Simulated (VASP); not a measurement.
ZrBr5:

```
Zr Br
1.0
     0.00000    4.44418    4.44418
     4.44418    0.00000    4.44418
     4.44418    4.44418    0.00000
Zr Br
1 5
Cartesian
  0.0000 0.0000 0.0000
  6.6663 6.6663 6.6663
  5.5552 5.5552 3.3331
  5.5552 3.3331 5.5552
  3.3331 5.5552 5.5552
  3.3331 3.3331 3.3331
```

Base run:

| Item | Value |
| --- | --- |
| Program | VASP 6.6.1 |
| Functional | PBE |
| Potentials or basis | VASP PAW PBE potentials, release 64 (Zr_sv, Br) |
| Cutoff | 520 eV |
| k mesh | 4 × 4 × 4 |
| Occupations | gaussian, width 0.1 eV |
| Spin | no spin polarisation |

Its results: pressure -3.6 GPa.

Problem. The run is repeated on the same cell with these changes: spin from no spin polarisation to collinear spin, ferromagnetic start; further incar settings from ALGO = Normal; EDIFF = 1e-06; NBANDS = 32 to ALGO = Normal; EDIFF = 1e-07; NBANDS = 36. What comes out?

Solution. Pressure -3.1 GPa; net moment 1.50 μB per cell; site moments Zr +0.99; Br -0.08, +0.06 μB.

Caveats: an odd number of electrons without spin polarisation forces a metal (some runs); a magnetic or distorted state may lie lower (some runs).
